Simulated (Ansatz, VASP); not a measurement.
**Two plane-wave programs on Cu3As2**

```
Cu As
1.0
     4.12259    0.00000    0.00000
    -2.06129    3.57027    0.00000
     0.00000    0.00000    5.39461
Cu As
3 2
Direct
  0.00000 0.00000 0.30000
  0.33333 0.66667 0.49378
  0.66667 0.33333 0.10622
  0.33333 0.66667 0.00142
  0.66667 0.33333 0.59858
```

Change from the starting cell: ordered vacancies on the anion sites of zinc blende (P3m1, No. 156).

Alike in both runs: functional PBE; k mesh 12 × 12 × 6; occupations gaussian, width 0.1 eV; no spin polarisation.

Ansatz relaxed the structure, and its values are those at the end. VASP's run is a single point on that final structure, the one shown.

```csv
,VASP,Ansatz
version,VASP 6.6.1,Ansatz 0.2.0
potentials or method,"VASP PAW PBE potentials, release 64 (Cu, As), cutoff 520 eV","scalar-relativistic, plane waves, PAW"
valence electrons in the cell,43,87
```

```tsv
	VASP	Ansatz	Ansatz less VASP
gap on the k mesh at the Fermi level (eV)	none	none	-
pressure (GPa)	0.3	0.0	-0.32
rms of the force components (eV/Å)	0.008	0.001	-0.0072
```

A gap of «none» marks a metal or a gap that the smearing closes. With one functional, cell and mesh, what is left measures potentials, basis and numerics. VASP's potentials hold 43 valence electrons a cell and Ansatz's 87, so a difference there can come from the potentials and not from the codes.
